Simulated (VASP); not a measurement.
# CdSe (F-43m) in VASP: single point with PBE

Aim: the single point of CdSe with PBE.

Program: VASP 6.6.1. These are calculated values, not measurements. Logs are shortened: lines on timing, memory, paths and dates and some standing lists are left out, and cuts for length are marked.

## (1) The cell of the first run

Symmetry: F-43m, No. 216, cubic system. The conventional cell has a = 6.141 Å, b = 6.141 Å, c = 6.141 Å, α = 90.00°, β = 90.00°, γ = 90.00°. Within 3.5 Å of Cd (site symmetry -43m) lie 4 Se at 2.66 Å. Within 3.5 Å of Se (site symmetry -43m) lie 4 Cd at 2.66 Å.

## (2) Single point, PBE

Contents of INCAR:

```
SYSTEM = CdSe
PREC = Accurate ; ENCUT = 500
EDIFF = 1E-6 ; ISMEAR = -1
SIGMA = 0.05 ; LREAL = .FALSE.
LASPH = .TRUE. ; NELM = 120
ALGO = Normal ; ISIF = 2
LWAVE = .FALSE. ; LCHARG = .FALSE.
GGA = PE ; NBANDS = 86
GGA_COMPAT = .FALSE.
```

Contents of KPOINTS:

```
regular mesh
0
G
  2 2 2
  0 0 0
```

Contents of POSCAR:

```
CdSe
1.0
    0.0000000000      6.1405424000      6.1405424000
    6.1405424000      0.0000000000      6.1405424000
    6.1405424000      6.1405424000      0.0000000000
Cd Se
8 8
Direct
    0.0000000000      0.0000000000      0.0000000000
    0.0000000000      0.0000000000      0.5000000000
    0.0000000000      0.5000000000      0.0000000000
    0.0000000000      0.5000000000      0.5000000000
    0.5000000000      0.0000000000      0.0000000000
    0.5000000000      0.0000000000      0.5000000000
    0.5000000000      0.5000000000      0.0000000000
    0.5000000000      0.5000000000      0.5000000000
    0.3750000000      0.3750000000      0.3750000000
    0.3750000000      0.3750000000      0.8750000000
    0.3750000000      0.8750000000      0.3750000000
    0.3750000000      0.8750000000      0.8750000000
    0.8750000000      0.3750000000      0.3750000000
    0.8750000000      0.3750000000      0.8750000000
    0.8750000000      0.8750000000      0.3750000000
    0.8750000000      0.8750000000      0.8750000000
```

Potentials or basis: VASP PAW PBE potentials, release 64 (Cd, Se).

On the command line:

```
> cat potpaw_PBE.64/Cd/POTCAR potpaw_PBE.64/Se/POTCAR > POTCAR
> mpirun -np 1 vasp_std > vasp.out
```

OUTCAR:

```text
SYSTEM = CdSe
   PREC = Accurate
   ENCUT = 500
   EDIFF = 1E-6
   ISMEAR = -1
   LREAL = .FALSE.
   LASPH = .TRUE.
   NELM = 120
   ISIF = 2
   GGA = PE

 ion  position               nearest neighbor table
   1  0.000  0.000  0.000-  15 2.66  14 2.66  12 2.66  16 2.66
   2  0.000  0.000  0.500-  16 2.66  13 2.66  15 2.66  11 2.66
   3  0.000  0.500  0.000-  13 2.66  10 2.66  14 2.66  16 2.66
   4  0.000  0.500  0.500-  14 2.66  13 2.66   9 2.66  15 2.66
   5  0.500  0.000  0.000-  11 2.66  10 2.66  12 2.66  16 2.66
   6  0.500  0.000  0.500-  12 2.66  11 2.66   9 2.66  15 2.66
[... 8 lines left out ...]
  15  0.875  0.875  0.375-   1 2.66   2 2.66   4 2.66   6 2.66
  16  0.875  0.875  0.875-   2 2.66   1 2.66   3 2.66   5 2.66
[... 6 lines left out ...]
 A1 = (   0.0000000000,   6.1405424000,   6.1405424000)
 A2 = (   6.1405424000,   0.0000000000,   6.1405424000)
 A3 = (   6.1405424000,   6.1405424000,   0.0000000000)

Analysis of symmetry for initial positions (statically):
=====================================================================
 Subroutine PRICEL returns following result:

  LATTYP: Found a face centered cubic cell.
 ALAT       =     6.1405424000

  Lattice vectors:

 A1 = (   0.0000000000,   3.0702712000,   3.0702712000)
 A2 = (   3.0702712000,   0.0000000000,   3.0702712000)
 A3 = (   3.0702712000,   3.0702712000,   0.0000000000)

   8 primitive cells build up your supercell.

 Routine SETGRP: Setting up the symmetry group for a
 face centered cubic supercell.

 Subroutine GETGRP returns: Found 24 space group operations
 (whereof 24 operations were pure point group operations)
 out of a pool of 48 trial point group operations.

The static configuration has the point symmetry T_d .

Analysis of symmetry for dynamics (positions and initial velocities):
=====================================================================
 Subroutine PRICEL returns following result:

  LATTYP: Found a face centered cubic cell.
 ALAT       =     6.1405424000

  Lattice vectors:

 A1 = (   0.0000000000,   3.0702712000,   3.0702712000)
 A2 = (   3.0702712000,   0.0000000000,   3.0702712000)
 A3 = (   3.0702712000,   3.0702712000,   0.0000000000)

   8 primitive cells build up your supercell.

 Routine SETGRP: Setting up the symmetry group for a
 face centered cubic supercell.

 Subroutine GETGRP returns: Found 24 space group operations
[... 83 lines left out ...]
   EDIFFG = 0.1E-04   stopping-criterion for IOM
   NSW    =      0    number of steps for IOM
   IBRION =     -1    ionic relax: 0-MD 1-quasi-New 2-CG
   NFREE  =      0    steps in history (QN), initial steepest desc. (CG)
   ISIF   =      2    stress and relaxation
   ISYM   =      2    0-nonsym 1-usesym 2-fastsym
   POTIM  = 0.5000    time-step for ionic-motion
   TEBEG  =    0.0;   TEEND  =   0.0 temperature during run
   PSTRESS=    0.0 pullay stress
   NELECT =     144.0000    total number of electrons
   NUPDOWN=      -1.0000    fix difference up-down
   EMIN   =  10.00;   EMAX   =-10.00  energy-range for DOS
   EFERMI =   0.00;   METHOD = LEGACY
   ISMEAR =    -1;   SIGMA  =   0.05  broadening in eV -4-tet -1-fermi 0-gaus
   EFERMI_NEDOS =   21; number of points for ismear=-14 and -15
   IALGO  =     38    algorithm
   IMIX   =      4    mixing-type and parameters
     AMIX     =   0.40;   BMIX     =  1.00
     AMIX_MAG =   1.60;   BMIX_MAG =  1.00
  volume/ion in A,a.u.               =      28.94       195.31
  Fermi-wavevector in a.u.,A,eV,Ry     =   1.109121  2.095935 16.737199  1.230149
  Thomas-Fermi vector in A             =   2.245657
   LORBIT       =      0    0 simple, 1 ext, 2 COOP (PROOUT), +10 PAW based schemes
   GGA     = PE    functional components
   LHFCALC =     F    Hartree Fock is set to
   AEXX    =    0.0000 exact exchange contribution
   IVDW    =     0    specifies the selected vdW correction
   LEPSILON=     F    determine dielectric tensor
   LRPA    =     F    only Hartree local field effects (RPA)
 non-spin polarized calculation
  energy-cutoff  :      500.00
  volume of cell :      463.07
 maximum number of plane-waves:     11791
 NGX is ok and might be reduce to    64
   NGX = 31   NGY = 31   NGZ = 31

 number of electron     144.0000065 magnetization

 Free energy of the ion-electron system (eV)
  ---------------------------------------------------
  ext. energy  EPLUGINS =         0.00000000
  ---------------------------------------------------
  free energy    TOTEN  =       -43.54788793 eV

  energy without entropy =      -43.54658246  energy(sigma->0) =      -43.54723519

 E-fermi :   1.0419     XC(G=0):  -8.7438

 val. band max:        0.7468605871   @ k =   0.0000   0.0000   0.0000
 cond. band min:       1.2816069214   @ k =   0.0000   0.0000   0.0000
 fundamental gap:      0.5347463344
 Fermi energy:         1.0419013559

 k-point     1 :       0.0000    0.0000    0.0000
  band No.  band energies     occupation
      1     -11.6844      2.00000
      2     -11.3355      2.00000
      3     -11.3355      2.00000
      4     -11.3355      2.00000
      5     -11.3355      2.00000
      6     -11.2257      2.00000
[... 250 lines left out ...]
     83       5.9539      0.00000
     84       5.9539      0.00000
 [bands above 84 left out]

------------------------ aborting loop because EDIFF is reached ----------------------------------------

  FORCE on cell =-STRESS in cart. coord.  units (eV):
  Direction    XX          YY          ZZ          XY          YZ          ZX
  --------------------------------------------------------------------------------------
  -------------------------------------------------------------------------------------
  Total        5.0510568      5.0510568      5.0510568      0.0000000     -0.0000000     -0.0000000
  in kB       17.4760240     17.4760240     17.4760240      0.0000000     -0.0000000     -0.0000000
  external PRESSURE =      17.4760240 kB  Pullay stress =       0.0000000 kB

 VOLUME and BASIS-vectors are now :
 -----------------------------------------------------------------------------
  energy-cutoff  :      500.00
  volume of cell :      463.07
      direct lattice vectors                 reciprocal lattice vectors
     0.000000000  6.140542400  6.140542400    -0.081426032  0.081426032  0.081426032
     6.140542400  0.000000000  6.140542400     0.081426032 -0.081426032  0.081426032
     6.140542400  6.140542400  0.000000000     0.081426032  0.081426032 -0.081426032

 POSITION                                       TOTAL-FORCE (eV/Angst)
 -----------------------------------------------------------------------------------
      0.00000      0.00000      0.00000         0.000000     -0.000000      0.000000
      3.07027      3.07027      0.00000         0.000000     -0.000000      0.000000
      3.07027      0.00000      3.07027         0.000000     -0.000000      0.000000
      6.14054      3.07027      3.07027         0.000000     -0.000000      0.000000
      0.00000      3.07027      3.07027         0.000000     -0.000000      0.000000
      3.07027      6.14054      3.07027         0.000000     -0.000000      0.000000
[... 8 lines left out ...]
      7.67568      7.67568     10.74595        -0.000000      0.000000     -0.000000
     10.74595     10.74595     10.74595        -0.000000      0.000000     -0.000000
 -----------------------------------------------------------------------------------
    total drift:                               -0.000001     -0.000001     -0.000001

  FREE ENERGIE OF THE ION-ELECTRON SYSTEM (eV)
  ---------------------------------------------------
  free  energy   TOTEN  =       -43.5478879266 eV

  energy  without entropy=      -43.5465824617  energy(sigma->0) =      -43.54723519
```

OSZICAR:

```text
N       E                     dE             d eps       ncg     rms          rms(c)
DAV:   1     0.102291462532E+04    0.10229E+04   -0.66437E+04   516   0.146E+03
DAV:   2     0.259119195328E+02   -0.99700E+03   -0.96356E+03   572   0.363E+02
DAV:   3    -0.454574313668E+02   -0.71369E+02   -0.70707E+02   592   0.924E+01
DAV:   4    -0.467010967910E+02   -0.12437E+01   -0.12399E+01   568   0.109E+01
DAV:   5    -0.467203405558E+02   -0.19244E-01   -0.19198E-01   570   0.115E+00    0.167E+01
DAV:   6    -0.436883495272E+02    0.30320E+01   -0.67208E+00   590   0.130E+01    0.133E+01
DAV:   7    -0.435523570819E+02    0.13599E+00   -0.26077E+00   556   0.449E+00    0.530E+00
DAV:   8    -0.435478075109E+02    0.45496E-02   -0.29675E-01   540   0.305E+00    0.774E-01
DAV:   9    -0.435469517295E+02    0.85578E-03   -0.49583E-02   534   0.147E+00    0.313E-01
DAV:  10    -0.435473893817E+02   -0.43765E-03   -0.49919E-03   560   0.475E-01    0.190E-01
DAV:  11    -0.435480672838E+02   -0.67790E-03   -0.21386E-03   528   0.151E-01    0.839E-02
DAV:  12    -0.435478694238E+02    0.19786E-03   -0.89700E-04   556   0.157E-01    0.235E-02
DAV:  13    -0.435478926437E+02   -0.23220E-04   -0.14273E-04   532   0.323E-02    0.206E-02
DAV:  14    -0.435478861980E+02    0.64457E-05   -0.25413E-05   564   0.190E-02    0.106E-02
DAV:  15    -0.435478876859E+02   -0.14879E-05   -0.28353E-06   382   0.623E-03    0.161E-03
DAV:  16    -0.435478879266E+02   -0.24072E-06   -0.10370E-07   276   0.115E-03
   1 F= -.43547888E+02 E0= -.43547235E+02  d E =-.130546E-02
```

stdout:

```text
POSCAR found type information on POSCAR CdSe
 POSCAR found :  2 types and      16 ions
 scaLAPACK will be used
 LDA part: xc-table for (Slater+PW92), standard interpolation
 POSCAR, INCAR and KPOINTS ok, starting setup
 FFT: planning ... GRIDC
 FFT: planning ... GRID_SOFT
 FFT: planning ... GRID
 WAVECAR not read
 entering main loop
```

Run time: 3.5 min. Hardware: 1 thread of Intel Xeon 6975P-C (Granite Rapids), shared host; peak memory 0.57 GiB.

What came out:

| Item | Value |
| --- | --- |
| Free energy | -43.5479 eV |
| Pressure | 1.7 GPa |
| Band gap on the k mesh | 0.53 eV |

Levels at points of the mesh, in eV from the valence-band top:
```
           k point  band 70  band 71  band 72  band 73  band 74  band 75
(0.00, 0.00, 0.00)     0.00     0.00     0.00     0.53     2.34     2.34
(0.50, 0.00, 0.00)    -0.38    -0.38    -0.38     2.23     2.23     3.66
(0.50, 0.50, 0.00)    -0.73    -0.73    -0.73     3.22     3.22     3.67
```

Caveat: the k points lie up to 0.44 Å⁻¹ apart; semilocal functionals underestimate gaps, and a narrow one can read as zero.
